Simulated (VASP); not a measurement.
# Ru (P6_3/mmc) in VASP: a series of runs, part 2 of 2

VASP 6.6.1. The steps go on from the part before.

## Step 3: Single point, PBE

Input file INCAR:

```
PREC = Accurate
ENCUT = 520
EDIFF = 1E-6
ISMEAR = 1
SIGMA = 0.2
LREAL = F
LASPH = T
NELM = 60
ALGO = Normal
ISIF = 2
LWAVE = F
LCHARG = F
GGA = PE
NBANDS = 21
```

Input file KPOINTS:

```
regular mesh
0
Gamma
  13 13 7
```

Input file POSCAR:

```
Ru
1.0
    2.7235595794      0.0000000000      0.0000000000
   -1.3617797897      2.3586717845      0.0000000000
    0.0000000000      0.0000000000      4.2890849607
Ru
2
Direct
    0.3333333333      0.6666666667      0.2500000000
    0.6666666667      0.3333333333      0.7500000000
```

Potentials or basis: VASP PAW PBE potentials, release 64 (Ru_pv).

Command:

```console
$ cat potpaw_PBE.64/Ru_pv/POTCAR > POTCAR
$ mpirun -np 1 vasp_std > vasp.out
```

OUTCAR:

```text
PREC = Accurate
   ENCUT = 520
   EDIFF = 1E-6
   ISMEAR = 1
   LREAL = F
   LASPH = T
   NELM = 60
   ISIF = 2
   GGA = PE

 ion  position               nearest neighbor table
   1  0.333  0.667  0.250-   2 2.66   2 2.66   2 2.66   2 2.66   2 2.66   2 2.66
   2  0.667  0.333  0.750-   1 2.66   1 2.66   1 2.66   1 2.66   1 2.66   1 2.66

  LATTYP: Found a hexagonal cell.
 ALAT       =     2.7235595794
 C/A-ratio  =     1.5748085679

  Lattice vectors:

 A1 = (   2.7235595794,   0.0000000000,   0.0000000000)
 A2 = (  -1.3617797897,   2.3586717845,   0.0000000000)
 A3 = (   0.0000000000,   0.0000000000,   4.2890849607)

Analysis of symmetry for initial positions (statically):
=====================================================================
 Subroutine PRICEL returns:
 Original cell was already a primitive cell.

 Routine SETGRP: Setting up the symmetry group for a
 hexagonal supercell.

 Subroutine GETGRP returns: Found 24 space group operations
 (whereof 12 operations were pure point group operations)
 out of a pool of 24 trial point group operations.

The static configuration has the point symmetry D_3d.
 The point group associated with its full space group is D_6h.

Analysis of symmetry for dynamics (positions and initial velocities):
=====================================================================
 Subroutine PRICEL returns:
 Original cell was already a primitive cell.

 Routine SETGRP: Setting up the symmetry group for a
 hexagonal supercell.

 Subroutine GETGRP returns: Found 24 space group operations
 (whereof 12 operations were pure point group operations)
 out of a pool of 24 trial point group operations.

The dynamic configuration has the point symmetry D_3d.
 The point group associated with its full space group is D_6h.

 Subroutine INISYM returns: Found 24 space group operations
 (whereof 12 operations are pure point group operations),
 and found     1 'primitive' translations

----------------------------------------------------------------------------------------

                                     Primitive cell

  volume of cell :      27.5530

  direct lattice vectors                    reciprocal lattice vectors
     2.723559579  0.000000000  0.000000000     0.367166559  0.211983712  0.000000000
    -1.361779790  2.358671784  0.000000000     0.000000000  0.423967424  0.000000000
     0.000000000  0.000000000  4.289084961     0.000000000  0.000000000  0.233149963

  length of vectors
     2.723559579  2.723559579  4.289084961     0.423967424  0.423967424  0.233149963

  position of ions in fractional coordinates (direct lattice)
     0.333333333  0.666666667  0.250000000
     0.666666667  0.333333333  0.750000000

  ion indices of the primitive-cell ions
   primitive index   ion index
                 1           1
                 2           2

----------------------------------------------------------------------------------------

 KPOINTS: regular mesh

Automatic generation of k-mesh.
 Grid dimensions read from file:
 generate k-points for:   13   13    7

 Generating k-lattice:

  Cartesian coordinates                     Fractional coordinates (reciprocal lattice)
     0.028243581  0.016306439  0.000000000     0.076923077 -0.000000000  0.000000000
     0.000000000  0.032612879  0.000000000     0.000000000  0.076923077  0.000000000
     0.000000000  0.000000000  0.033307138     0.000000000  0.000000000  0.142857143

  Length of vectors
     0.032612879  0.032612879  0.033307138

  Shift w.r.t. Gamma in fractional coordinates (k-lattice)
     0.000000000  0.000000000  0.000000000

 Subroutine IBZKPT returns following result:
 ===========================================

 Found     84 irreducible k-points:

 Following reciprocal coordinates:
            Coordinates               Weight
  0.000000  0.000000  0.000000      1.000000
  0.076923  0.000000  0.000000      6.000000
  0.153846  0.000000  0.000000      6.000000
  0.230769  0.000000  0.000000      6.000000
  0.307692  0.000000  0.000000      6.000000
  0.384615  0.000000  0.000000      6.000000
[... 16 lines left out ...]
  0.076923  0.000000  0.142857     12.000000
  0.153846  0.000000  0.142857     12.000000
 [... further k-points ...]
   k-points           NKPTS =     84   k-points in BZ     NKDIM =     84   number of bands    NBANDS=     21
   number of dos      NEDOS =    301   number of ions     NIONS =      2
   total plane-waves  NPLWV =  12800
   dimension x,y,z NGX =    20 NGY =   20 NGZ =   32
   dimension x,y,z NGXF=    40 NGYF=   40 NGZF=   64
   ions per type =               2
   NGX,Y,Z   is equivalent  to a cutoff of  12.21, 12.21, 12.40 a.u.
   NGXF,Y,Z  is equivalent  to a cutoff of  24.42, 24.42, 24.81 a.u.
 SYSTEM =  unknown system
   PREC   = accura    normal or accurate (medium, high low for compatibility)
   ISTART =      0    job   : 0-new  1-cont  2-samecut
   ICHARG =      2    charge: 1-file 2-atom 10-const
   ISPIN  =      1    spin polarized calculation?
   LNONCOLLINEAR =      F non collinear calculations
   LSORBIT =      F    spin-orbit coupling
   LASPH  =      T    aspherical Exc in radial PAW
   ENCUT  =  520.0 eV  38.22 Ry    6.18 a.u.   5.06  5.06  7.97*2*pi/ulx,y,z
   NELM   =     60;   NELMIN=  2; NELMDL= -5     # of ELM steps
   EDIFF  = 0.1E-05   stopping-criterion for ELM
   LREAL  =      F    real-space projection
   EDIFFG = 0.1E-04   stopping-criterion for IOM
   NSW    =      0    number of steps for IOM
   IBRION =     -1    ionic relax: 0-MD 1-quasi-New 2-CG
   NFREE  =      0    steps in history (QN), initial steepest desc. (CG)
   ISIF   =      2    stress and relaxation
   ISYM   =      2    0-nonsym 1-usesym 2-fastsym
   POTIM  = 0.5000    time-step for ionic-motion
   TEBEG  =    0.0;   TEEND  =   0.0 temperature during run
   PSTRESS=    0.0 pullay stress
   NELECT =      28.0000    total number of electrons
   NUPDOWN=      -1.0000    fix difference up-down
   EMIN   =  10.00;   EMAX   =-10.00  energy-range for DOS
   EFERMI =   0.00;   METHOD = LEGACY
   ISMEAR =     1;   SIGMA  =   0.20  broadening in eV -4-tet -1-fermi 0-gaus
   EFERMI_NEDOS =   21; number of points for ismear=-14 and -15
   IALGO  =     38    algorithm
   IMIX   =      4    mixing-type and parameters
     AMIX     =   0.40;   BMIX     =  1.00
     AMIX_MAG =   1.60;   BMIX_MAG =  1.00
  volume/ion in A,a.u.               =      13.78        92.97
  Fermi-wavevector in a.u.,A,eV,Ry     =   1.645904  3.110308 36.858181  2.709000
  Thomas-Fermi vector in A             =   2.735622
   LORBIT       =      0    0 simple, 1 ext, 2 COOP (PROOUT), +10 PAW based schemes
   GGA     = PE    functional components
   LHFCALC =     F    Hartree Fock is set to
   AEXX    =    0.0000 exact exchange contribution
   IVDW    =     0    specifies the selected vdW correction
   LEPSILON=     F    determine dielectric tensor
   LRPA    =     F    only Hartree local field effects (RPA)
 non-spin polarized calculation
 Methfessel and Paxton  Order N= 1 SIGMA  =   0.20
  energy-cutoff  :      520.00
  volume of cell :       27.55
 maximum number of plane-waves:       756
   NGX = 11   NGY = 11   NGZ = 15

 number of electron      28.0000012 magnetization

 Free energy of the ion-electron system (eV)
  ---------------------------------------------------
  ext. energy  EPLUGINS =         0.00000000
  ---------------------------------------------------
  free energy    TOTEN  =       -18.45917815 eV

  energy without entropy =      -18.46008336  energy(sigma->0) =      -18.45947989

 E-fermi :  12.6230     XC(G=0): -14.0301

 val. band max:       12.6106052636   @ k =   0.3846   0.0000   0.4286
 cond. band min:      12.6771480453   @ k =   0.2308   0.0769   0.2857
 fundamental gap:      0.0665427817
 Fermi energy:        12.6230487581

 k-point     1 :       0.0000    0.0000    0.0000
  band No.  band energies     occupation
      1     -31.0275      2.00000
      2     -30.1441      2.00000
      3     -30.1441      2.00000
      4     -29.9775      2.00000
      5     -29.9775      2.00000
      6     -29.9271      2.00000
[... 13 lines left out ...]
     20      23.0026      0.00000
     21      23.0176      0.00000

 k-point     2 :       0.0769    0.0000    0.0000
  band No.  band energies     occupation
      1     -31.0083      2.00000
      2     -30.1841      2.00000
      3     -30.1578      2.00000
      4     -30.0193      2.00000
      5     -29.9829      2.00000
      6     -29.9363      2.00000
[... 520 lines left out ...]
 k-point    24 :       0.1538    0.0000    0.1429
  band No.  band energies     occupation
      1     -30.9123      2.00000
      2     -30.2811      2.00000
      3     -30.1850      2.00000
      4     -30.1692      2.00000
      5     -30.0086      2.00000
      6     -29.9860      2.00000
[... 13 lines left out ...]
     20      23.0026      0.00000
     21      23.7473      0.00000

 [... further k-points ...]
[... 5 lines left out ...]
  --------------------------------------------------------------------------------------
  -------------------------------------------------------------------------------------
  Total       -0.0757895     -0.0757895     -0.0282663      0.0000000      0.0000000      0.0000000
  in kB       -4.4070745     -4.4070745     -1.6436518      0.0000000      0.0000000      0.0000000
  external PRESSURE =      -3.4859336 kB  Pullay stress =       0.0000000 kB

 VOLUME and BASIS-vectors are now :
 -----------------------------------------------------------------------------
  energy-cutoff  :      520.00
  volume of cell :       27.55
      direct lattice vectors                 reciprocal lattice vectors
     2.723559579  0.000000000  0.000000000     0.367166559  0.211983712  0.000000000
    -1.361779790  2.358671784  0.000000000     0.000000000  0.423967424  0.000000000
     0.000000000  0.000000000  4.289084961     0.000000000  0.000000000  0.233149963

 POSITION                                       TOTAL-FORCE (eV/Angst)
 -----------------------------------------------------------------------------------
     -0.00000      1.57245      1.07227        -0.000000     -0.000000      0.000000
      1.36178      0.78622      3.21681         0.000000      0.000000      0.000000
 -----------------------------------------------------------------------------------
    total drift:                               -0.000000      0.000000     -0.000000

  FREE ENERGIE OF THE ION-ELECTRON SYSTEM (eV)
  ---------------------------------------------------
  free  energy   TOTEN  =       -18.4591781502 eV

  energy  without entropy=      -18.4600833607  energy(sigma->0) =      -18.45947989
```

OSZICAR:

```text
N       E                     dE             d eps       ncg     rms          rms(c)
DAV:   1     0.287464220496E+03    0.28746E+03   -0.17534E+04  3536   0.148E+03
DAV:   2    -0.139573469253E+02   -0.30142E+03   -0.29222E+03  3618   0.444E+02
DAV:   3    -0.197907038139E+02   -0.58334E+01   -0.58044E+01  4138   0.693E+01
DAV:   4    -0.198341706248E+02   -0.43467E-01   -0.43429E-01  4498   0.572E+00
DAV:   5    -0.198346696697E+02   -0.49904E-03   -0.49521E-03  4022   0.549E-01    0.171E+01
DAV:   6    -0.185405153488E+02    0.12942E+01   -0.28927E+00  4018   0.167E+01    0.450E+00
DAV:   7    -0.184670661730E+02    0.73449E-01   -0.47453E-01  4003   0.501E+00    0.956E-01
DAV:   8    -0.184603268370E+02    0.67393E-02   -0.16905E-02  3916   0.110E+00    0.477E-01
DAV:   9    -0.184591725596E+02    0.11543E-02   -0.16282E-03  3908   0.433E-01    0.353E-02
DAV:  10    -0.184591816016E+02   -0.90420E-05   -0.88958E-05  4088   0.970E-02    0.232E-02
DAV:  11    -0.184591784132E+02    0.31884E-05   -0.92753E-06  3943   0.286E-02    0.152E-03
DAV:  12    -0.184591781502E+02    0.26304E-06   -0.12265E-07  2437   0.331E-03
   1 F= -.18459178E+02 E0= -.18459480E+02  d E =0.905211E-03
```

Run time: 60 s. Hardware: 1 thread of AMD EPYC 7R13, shared host; peak memory 0.13 GiB.

What came out:

* Free energy: -18.4592 eV
* Pressure: -0.3 GPa
* Band gap on the k mesh: zero (band 14 reaches 13.98 eV, above the bottom of band 15 at 11.05 eV)

Stress tensor (GPa, compression positive):
```
-0.44  0.00  0.00
 0.00 -0.44  0.00
 0.00  0.00 -0.16
```

## Step 4: Single point, PBE

Input file INCAR:

```
PREC = Accurate
ENCUT = 520
EDIFF = 1E-7
ISMEAR = 1
SIGMA = 0.6
LREAL = False
LASPH = True
NELM = 80
ALGO = Normal
ISIF = 2
LWAVE = False
LCHARG = False
GGA = PE
NBANDS = 21
```

Input file KPOINTS:

```
Automatic mesh
0
Gamma
  13 13 7
```

POSCAR is that of step 3.

Command:

```console
$ cat potpaw_PBE.64/Ru_pv/POTCAR > POTCAR
$ mpirun -np 1 vasp_std > vasp.out
```

It took 73 s on 1 thread of AMD EPYC 7R13, shared host; peak memory 0.13 GiB.

The run converged. Its results:

```yaml
Free_energy: -18.4597 eV
Pressure: -0.4 GPa
Band_gap_on_the_k_mesh: zero (band 14 reaches 13.99 eV, above the bottom of band 15 at 11.05 eV)
```

Stress tensor (GPa, compression positive):
```
-0.60  0.00  0.00
 0.00 -0.60  0.00
 0.00  0.00 -0.11
```

Levels at points of the mesh, in eV from the Fermi level:
```
           k point  band 12  band 13  band 14  band 15  band 16  band 17
(0.00, 0.00, 0.00)    -1.89    -1.89    -1.42    -1.42     1.13     1.13
```

## Step 5: Overview

```csv
smearing,gap on the mesh (eV),pressure (GPa)
methfessel-paxton 0.01 eV,none,-0.4
methfessel-paxton 0.2 eV,none,-0.3
methfessel-paxton 0.6 eV,none,-0.4
```

Alike in all rows: task single point; level PBE; potentials or basis VASP PAW PBE potentials, release 64 (Ru_pv); no spin polarisation; cell as given; k mesh 13 × 13 × 7; cutoff (eV) 520.

Every run on the cell as given and a fine mesh finds a metal.

Total energies depend on the potentials used, so only differences within one code and one set of settings carry meaning.
